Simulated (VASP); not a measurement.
# Ru (Cmcm) in VASP: a series of runs, part 2 of 2

VASP 6.6.1. The steps go on from the part before.

## Step 3: Single point, PBE (atom 1 (Ru) moved by (+0.000, +0.225) A along x and y)

Contents of INCAR:

```
PREC = Accurate ; ENCUT = 520
EDIFF = 1E-7 ; ISMEAR = 0
SIGMA = 0.15 ; LREAL = False
LASPH = True ; NELM = 80
ALGO = Fast ; ISIF = 2
LWAVE = False ; LCHARG = False
GGA = PE ; NBANDS = 21
```

Contents of KPOINTS:

```
regular mesh
0
Gamma
  24 24 12
```

Contents of POSCAR:

```
Ru
1.0
    2.7057993342      0.0000000000      0.0000000000
   -1.3528996671      2.3432909610      0.0000000000
    0.0000000000      0.0000000000      4.2819000000
Ru
2
Direct
    0.3813427363      0.7626854726      0.2500000000
    0.6666666667      0.3333333333      0.7500000000
```

Potentials or basis: VASP PAW PBE potentials, release 64 (Ru_pv).

Started as:

```
$ cat potpaw_PBE.64/Ru_pv/POTCAR > POTCAR
$ mpirun -np 1 vasp_std > vasp.out
```

OUTCAR:

```text
PREC = Accurate
   ENCUT = 520
   EDIFF = 1E-7
   ISMEAR = 0
   LREAL = False
   LASPH = True
   NELM = 80
   ISIF = 2
   GGA = PE

 ion  position               nearest neighbor table
   1  0.381  0.763  0.250-   2 2.52   2 2.52   2 2.73   2 2.73   2 2.73   2 2.73
   2  0.667  0.333  0.750-   1 2.52   1 2.52   1 2.73   1 2.73   1 2.73   1 2.73

  LATTYP: Found a hexagonal cell.
 ALAT       =     2.7057993342
 C/A-ratio  =     1.5824898565

  Lattice vectors:

 A1 = (   2.7057993342,   0.0000000000,   0.0000000000)
 A2 = (  -1.3528996671,   2.3432909610,   0.0000000000)
 A3 = (   0.0000000000,   0.0000000000,   4.2819000000)

Analysis of symmetry for initial positions (statically):
=====================================================================
 Subroutine PRICEL returns:
 Original cell was already a primitive cell.

 Routine SETGRP: Setting up the symmetry group for a
 hexagonal supercell.

 Subroutine GETGRP returns: Found  8 space group operations
 (whereof  2 operations were pure point group operations)
 out of a pool of 24 trial point group operations.

The static configuration has the point symmetry C_1h.
[... 154 lines left out ...]
 number of electron      28.0000008 magnetization

 Free energy of the ion-electron system (eV)
  ---------------------------------------------------
  ext. energy  EPLUGINS =         0.00000000
  ---------------------------------------------------
  free energy    TOTEN  =       -18.30086238 eV

  energy without entropy =      -18.28045030  energy(sigma->0) =      -18.29065634

 E-fermi :  12.8879     XC(G=0): -14.1144

 val. band max:       12.8869855959   @ k =   0.4583  -0.0000   0.4167
 cond. band min:      12.8885382279   @ k =  -0.4583   0.3333   0.3333
 fundamental gap:      0.0015526321
 Fermi energy:        12.8879342101

 k-point     1 :       0.0000    0.0000    0.0000
  band No.  band energies     occupation
      1     -30.8404      2.00000
      2     -29.9229      2.00000
      3     -29.7720      2.00000
      4     -29.7047      2.00000
      5     -29.6764      2.00000
      6     -29.6234      2.00000
[... 565 lines left out ...]
     20      24.0643      0.00000
     21      26.2785      0.00000

 [... further k-points ...]
[... 5 lines left out ...]
  --------------------------------------------------------------------------------------
  -------------------------------------------------------------------------------------
  Total        0.3824436      1.6061087      1.6035228      0.0000000     -0.0000000      0.0000000
  in kB       22.5693839     94.7822894     94.6296841      0.0000000     -0.0000000      0.0000000
  external PRESSURE =      70.6604525 kB  Pullay stress =       0.0000000 kB

 VOLUME and BASIS-vectors are now :
 -----------------------------------------------------------------------------
  energy-cutoff  :      520.00
  volume of cell :       27.15
      direct lattice vectors                 reciprocal lattice vectors
     2.705799334  0.000000000  0.000000000     0.369576556  0.213375124  0.000000000
    -1.352899667  2.343290961  0.000000000     0.000000000  0.426750249  0.000000000
     0.000000000  0.000000000  4.281900000     0.000000000  0.000000000  0.233541185

 POSITION                                       TOTAL-FORCE (eV/Angst)
 -----------------------------------------------------------------------------------
      0.00000      1.78719      1.07048        -0.000000     -1.446837     -0.000000
      1.35290      0.78110      3.21143         0.000000      1.446837      0.000000
 -----------------------------------------------------------------------------------
    total drift:                               -0.000000      0.000013     -0.000000

  FREE ENERGIE OF THE ION-ELECTRON SYSTEM (eV)
  ---------------------------------------------------
  free  energy   TOTEN  =       -18.3008623789 eV

  energy  without entropy=      -18.2804503050  energy(sigma->0) =      -18.29065634
```

stdout:

```text
POSCAR found type information on POSCAR Ru
 POSCAR found :  1 types and       2 ions
 scaLAPACK will be used
 LDA part: xc-table for (Slater+PW92), standard interpolation
 POSCAR, INCAR and KPOINTS ok, starting setup
 FFT: planning ... GRIDC
 FFT: planning ... GRID_SOFT
 FFT: planning ... GRID
 WAVECAR not read
 entering main loop
WARNING in EDDRMM: call to ZHEGV failed, returncode =   8  4     19
WARNING in EDDRMM: call to ZHEGV failed, returncode =   8  4     20
WARNING in EDDRMM: call to ZHEGV failed, returncode =   6  3     19
WARNING in EDDRMM: call to ZHEGV failed, returncode =   6  3     20
WARNING in EDDRMM: call to ZHEGV failed, returncode =   6  3     20
WARNING in EDDRMM: call to ZHEGV failed, returncode =   8  4     20
WARNING in EDDRMM: call to ZHEGV failed, returncode =   8  4     19
WARNING in EDDRMM: call to ZHEGV failed, returncode =   6  3     20
WARNING in EDDRMM: call to ZHEGV failed, returncode =   8  4     19
WARNING in EDDRMM: call to ZHEGV failed, returncode =   6  3     19
WARNING in EDDRMM: call to ZHEGV failed, returncode =   8  4     19
```

Run time: 11 min. Hardware: 1 thread of Oxide Virtual Turin-like, shared host; peak memory 0.51 GiB.

What came out:

- Free energy: -18.3009 eV
- Pressure: 7.1 GPa
- Largest force: 1.447 eV/Å
- Band gap on the k mesh: zero (bands 14 and 15 overlap by 2.95 eV)

Forces on the atoms (eV/Å):
```
Ru   0.000 -1.447  0.000
Ru   0.000  1.447  0.000
```

Stress tensor (GPa, compression positive):
```
2.26 0.00 0.00
0.00 9.48 0.00
0.00 0.00 9.46
```

Caveat: the cell differs from its parent crystal (atom 1 (Ru) moved by (+0.000, +0.225) A along x and y); the stress differs along the axes, from 2 to 9 GPa; forces of over 1 eV/Å act on the atoms, so gaps and moduli don't describe the material at rest.
